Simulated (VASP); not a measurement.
# CoBrO (P-6m2) in VASP: further runs, part 2 of 2

VASP 6.6.1. The steps go on from the part before.

**4. Single point, PBE, collinear spin, ferromagnetic start**

File INCAR:

```
PREC = Accurate
ENCUT = 600
EDIFF = 1E-6
ISMEAR = 0
SIGMA = 0.1
LREAL = F
LASPH = T
NELM = 200
ALGO = Normal
ISIF = 2
LWAVE = F
LCHARG = F
ISPIN = 2
MAGMOM = 3 0 0
LORBIT = 11
LMAXMIX = 4
GGA = PE
NBANDS = 26
GGA_COMPAT = F
```

File KPOINTS:

```
Automatic mesh
0
Gamma
  6 6 4
```

File POSCAR:

```
CoBrO
1.0
    3.2215935721      0.0000000024      0.0000000000
   -1.6107967881      2.7899818729      0.0000000000
    0.0000000000      0.0000000000      5.7935526937
Co Br O
1 1 1
Direct
    0.6666666667      0.3333333333      0.5000000000
    0.0000000000      0.0000000000      0.0000000000
    0.3333333333      0.6666666667      0.5000000000
```

Potentials or basis: VASP PAW PBE potentials, release 64 (Co_sv, Br, O).

On the command line:

```bash
> cat potpaw_PBE.64/Co_sv/POTCAR potpaw_PBE.64/Br/POTCAR potpaw_PBE.64/O/POTCAR > POTCAR
> mpirun -np 1 vasp_std > vasp.out
```

OUTCAR:

```text
PREC = Accurate
   ENCUT = 600
   EDIFF = 1E-6
   ISMEAR = 0
   LREAL = F
   LASPH = T
   NELM = 200
   ISIF = 2
   ISPIN = 2
   LORBIT = 11
   GGA = PE

 ion  position               nearest neighbor table
   1  0.667  0.333  0.500-   3 1.86   3 1.86   3 1.86
   2  0.000  0.000  0.000-
   3  0.333  0.667  0.500-   1 1.86   1 1.86   1 1.86

  LATTYP: Found a hexagonal cell.
 ALAT       =     3.2215935721
 C/A-ratio  =     1.7983499669

  Lattice vectors:

 A1 = (   3.2215935721,   0.0000000024,   0.0000000000)
 A2 = (  -1.6107967881,   2.7899818729,   0.0000000000)
 A3 = (   0.0000000000,   0.0000000000,   5.7935526937)

Analysis of symmetry for initial positions (statically):
=====================================================================
 Subroutine PRICEL returns:
 Original cell was already a primitive cell.

 Routine SETGRP: Setting up the symmetry group for a
 hexagonal supercell.

 Subroutine GETGRP returns: Found 12 space group operations
 (whereof 12 operations were pure point group operations)
 out of a pool of 24 trial point group operations.

The static configuration has the point symmetry D_3h.

Analysis of symmetry for dynamics (positions and initial velocities):
=====================================================================
 Subroutine PRICEL returns:
 Original cell was already a primitive cell.

 Routine SETGRP: Setting up the symmetry group for a
 hexagonal supercell.

 Subroutine GETGRP returns: Found 12 space group operations
 (whereof 12 operations were pure point group operations)
 out of a pool of 24 trial point group operations.

The dynamic configuration has the point symmetry D_3h.

Analysis of structural, dynamic, and magnetic symmetry:
=====================================================================
 Subroutine PRICEL returns:
 Original cell was already a primitive cell.

 Routine SETGRP: Setting up the symmetry group for a
 hexagonal supercell.

 Subroutine GETGRP returns: Found 12 space group operations
 (whereof 12 operations were pure point group operations)
 out of a pool of 24 trial point group operations.

The overall configuration has the point symmetry D_3h.

 Subroutine INISYM returns: Found 12 space group operations
 (whereof 12 operations are pure point group operations),
 and found     1 'primitive' translations

----------------------------------------------------------------------------------------

                                     Primitive cell

  volume of cell :      52.0735

  direct lattice vectors                    reciprocal lattice vectors
     3.221593572  0.000000002  0.000000000     0.310405387  0.179212634  0.000000000
    -1.610796788  2.789981873  0.000000000    -0.000000000  0.358425268  0.000000000
     0.000000000  0.000000000  5.793552694     0.000000000  0.000000000  0.172605662

  length of vectors
     3.221593572  3.221593572  5.793552694     0.358425268  0.358425268  0.172605662

  position of ions in fractional coordinates (direct lattice)
     0.666666667  0.333333333  0.500000000
     0.000000000  0.000000000  0.000000000
[... 67 lines left out ...]
   ISTART =      0    job   : 0-new  1-cont  2-samecut
   ICHARG =      2    charge: 1-file 2-atom 10-const
   ISPIN  =      2    spin polarized calculation?
   LNONCOLLINEAR =      F non collinear calculations
   LSORBIT =      F    spin-orbit coupling
   LASPH  =      T    aspherical Exc in radial PAW
   ENCUT  =  600.0 eV  44.10 Ry    6.64 a.u.   6.43  6.43 11.57*2*pi/ulx,y,z
   NELM   =    200;   NELMIN=  2; NELMDL= -5     # of ELM steps
   EDIFF  = 0.1E-05   stopping-criterion for ELM
   LREAL  =      F    real-space projection
   EDIFFG = 0.1E-04   stopping-criterion for IOM
   NSW    =      0    number of steps for IOM
   IBRION =     -1    ionic relax: 0-MD 1-quasi-New 2-CG
   NFREE  =      0    steps in history (QN), initial steepest desc. (CG)
   ISIF   =      2    stress and relaxation
   ISYM   =      2    0-nonsym 1-usesym 2-fastsym
   POTIM  = 0.5000    time-step for ionic-motion
   TEBEG  =    0.0;   TEEND  =   0.0 temperature during run
   PSTRESS=    0.0 pullay stress
   NELECT =      30.0000    total number of electrons
   NUPDOWN=      -1.0000    fix difference up-down
   EMIN   =  10.00;   EMAX   =-10.00  energy-range for DOS
   EFERMI =   0.00;   METHOD = LEGACY
   ISMEAR =     0;   SIGMA  =   0.10  broadening in eV -4-tet -1-fermi 0-gaus
   EFERMI_NEDOS =   21; number of points for ismear=-14 and -15
   IALGO  =     38    algorithm
   IMIX   =      4    mixing-type and parameters
     AMIX     =   0.40;   BMIX     =  1.00
     AMIX_MAG =   1.60;   BMIX_MAG =  1.00
  volume/ion in A,a.u.               =      17.36       117.14
  Fermi-wavevector in a.u.,A,eV,Ry     =   1.362206  2.574197 25.247052  1.855606
  Thomas-Fermi vector in A             =   2.488716
   LORBIT       =     11    0 simple, 1 ext, 2 COOP (PROOUT), +10 PAW based schemes
   GGA     = PE    functional components
   LHFCALC =     F    Hartree Fock is set to
   AEXX    =    0.0000 exact exchange contribution
   IVDW    =     0    specifies the selected vdW correction
   LEPSILON=     F    determine dielectric tensor
   LRPA    =     F    only Hartree local field effects (RPA)
 spin polarized calculation
 Gauss-broadening in eV      SIGMA  =   0.10
  energy-cutoff  :      600.00
  volume of cell :       52.07
 maximum number of plane-waves:      1752
 NGX is ok and might be reduce to    28
   NGX = 13   NGY = 13   NGZ = 23

 number of electron      29.9999997 magnetization       3.3049553

 Free energy of the ion-electron system (eV)
  ---------------------------------------------------
  ext. energy  EPLUGINS =         0.00000000
  ---------------------------------------------------
  free energy    TOTEN  =       -14.47175617 eV

  energy without entropy =      -14.46084387  energy(sigma->0) =      -14.46630002

 E-fermi :   3.5539     XC(G=0): -10.0247

 val. band max:        3.5367625105   @ k =   0.1667   0.0000   0.2500
 cond. band min:       3.5555952168   @ k =   0.1667   0.0000   0.5000
 fundamental gap:      0.0188327063
 Fermi energy:         3.5538853939

 spin component 1

 k-point     1 :       0.0000    0.0000    0.0000
  band No.  band energies     occupation
      1     -93.7055      1.00000
      2     -57.0486      1.00000
      3     -57.0486      1.00000
      4     -56.7394      1.00000
      5     -15.8911      1.00000
      6     -11.4884      1.00000
[... 598 lines left out ...]
     25      18.0158      0.00000
     26      19.8012      0.00000
 Fermi energy:         3.5538853939

 spin component 2

 k-point     1 :       0.0000    0.0000    0.0000
  band No.  band energies     occupation
      1     -90.7054      1.00000
      2     -54.0404      1.00000
      3     -54.0404      1.00000
      4     -53.9768      1.00000
      5     -15.2154      1.00000
      6     -11.2713      1.00000
[... 598 lines left out ...]
     25      18.1884      0.00000
     26      20.4782      0.00000

------------------------ aborting loop because EDIFF is reached ----------------------------------------

  FORCE on cell =-STRESS in cart. coord.  units (eV):
  Direction    XX          YY          ZZ          XY          YZ          ZX
  --------------------------------------------------------------------------------------
  -------------------------------------------------------------------------------------
  Total       -0.2792940     -0.2792940     -0.1884777     -0.0000000     -0.0000000     -0.0000000
  in kB       -8.5932034     -8.5932034     -5.7990035     -0.0000000     -0.0000000     -0.0000000
  external PRESSURE =      -7.6618034 kB  Pullay stress =       0.0000000 kB

 VOLUME and BASIS-vectors are now :
 -----------------------------------------------------------------------------
  energy-cutoff  :      600.00
  volume of cell :       52.07
      direct lattice vectors                 reciprocal lattice vectors
     3.221593572  0.000000002  0.000000000     0.310405387  0.179212634  0.000000000
    -1.610796788  2.789981873  0.000000000    -0.000000000  0.358425268  0.000000000
     0.000000000  0.000000000  5.793552694     0.000000000  0.000000000  0.172605662

 POSITION                                       TOTAL-FORCE (eV/Angst)
 -----------------------------------------------------------------------------------
      1.61080      0.92999      2.89678         0.000000      0.000000      0.000000
      0.00000      0.00000      0.00000         0.000000      0.000000      0.000000
     -0.00000      1.85999      2.89678        -0.000000     -0.000000      0.000000
 -----------------------------------------------------------------------------------
    total drift:                               -0.000003      0.000002      0.000000

  FREE ENERGIE OF THE ION-ELECTRON SYSTEM (eV)
  ---------------------------------------------------
  free  energy   TOTEN  =       -14.4717561691 eV

  energy  without entropy=      -14.4608438667  energy(sigma->0) =      -14.46630002

 total charge

# of ion       s       p       d       tot
------------------------------------------
    1        2.180   6.088   6.602  14.870
    2        1.639   3.092   0.017   4.747
    3        1.557   3.437   0.000   4.994
--------------------------------------------------
tot          5.376  12.616   6.619  24.611

 magnetization (x)

# of ion       s       p       d       tot
------------------------------------------
    1        0.031   0.022   2.423   2.477
    2        0.007   0.194   0.000   0.202
    3        0.016   0.352   0.000   0.368
--------------------------------------------------
tot          0.055   0.568   2.424   3.047
```

stdout:

```text
POSCAR found type information on POSCAR CoBrO
 POSCAR found :  3 types and       3 ions
 scaLAPACK will be used
 LDA part: xc-table for (Slater+PW92), standard interpolation
 POSCAR, INCAR and KPOINTS ok, starting setup
 FFT: planning ... GRIDC
 FFT: planning ... GRID_SOFT
 FFT: planning ... GRID
 WAVECAR not read
 entering main loop
```

Wall time 72 s (1 thread of Intel Xeon Platinum 8375C at 2.90GHz (Ice Lake), shared host); peak memory 0.24 GiB.

Results:

```
Free energy                                           : -14.4718 eV
Pressure                                              : -0.8 GPa
Net moment                                            : 3.30 μB per cell
Site moments                                          : Co +2.48; Br +0.20; O +0.37 μB
Valence electrons inside the program's atomic spheres : Co 14.87; Br 4.75; O 4.99
```

Levels at points of the mesh, in eV from the Fermi level:
Spin up:
```csv
k point,band 14,band 15,band 16,band 17,band 18,band 19,band 20,band 21
"(0.00, 0.00, 0.00)",0.52,0.52,0.76,0.76,2.16,8.98,9.04,12.55
"(0.50, 0.00, 0.00)",-1.79,-1.76,-1.07,-0.42,5.73,7.14,7.37,8.86
"(0.00, 0.00, 0.50)",0.52,0.52,0.77,0.77,3.99,6.07,9.49,12.75
"(0.50, 0.00, 0.50)",-1.73,-1.36,-1.16,-0.43,5.60,6.58,8.99,9.05
```
Spin down:
```tsv
k point	band 10	band 11	band 12	band 13	band 14	band 15	band 16	band 17
(0.00, 0.00, 0.00)	-1.27	-0.63	-0.63	-0.13	1.01	1.01	2.76	2.76
(0.50, 0.00, 0.00)	-3.99	-1.50	-0.76	-0.46	-0.25	0.45	0.65	0.71
(0.00, 0.00, 0.50)	-3.37	-0.64	-0.64	0.43	1.03	1.03	2.75	2.75
(0.50, 0.00, 0.50)	-3.31	-1.67	-0.90	-0.21	-0.06	0.29	0.57	0.66
```

Caveat: the k points lie up to 0.38 Å⁻¹ apart; a cell with one magnetic atom can't hold antiferromagnetic order, which such compounds often take; semilocal functionals often make such compounds metallic where correlation or magnetic order opens a gap, which also shifts bond lengths. With open d or f shells a metallic result of PBE can be an artefact of self-interaction; +U or a hybrid may open a gap.

**5. Summary**

```tsv
potentials or basis	cell	cutoff (eV)	second run	gap on the mesh (eV)	pressure (GPa)	moment (μB)
VASP PAW PBE potentials, release 64 (Co, Br, O)	a = 3.222, b = 3.222, c = 5.794 Å, angles 90.0, 90.0, 120.0°, 3 atoms	520	-	none	0.0	3.29
VASP PAW PBE potentials, release 64 (Co, Br, O)	a = 3.942, b = 3.942, c = 4.705 Å, angles 90.0, 90.0, 120.0°, 3 atoms	520	-	none	-14.6	4.00
VASP PAW PBE potentials, release 64 (Co_sv, Br, O)	a = 3.222, b = 3.222, c = 5.794 Å, angles 90.0, 90.0, 120.0°, 3 atoms	600	valence_matched	none	-0.8	3.30
```

Alike in all rows: task single point; level PBE; spin collinear, ferromagnetic start; k mesh 6 × 6 × 4; smearing gaussian 0.1 eV.

Caveats: some runs use coarse meshes; a cell with one magnetic atom can't hold antiferromagnetic order, which such compounds often take; semilocal functionals often make such compounds metallic where correlation or magnetic order opens a gap, which also shifts bond lengths.

Absolute energies hang on the potentials; compare differences alone.
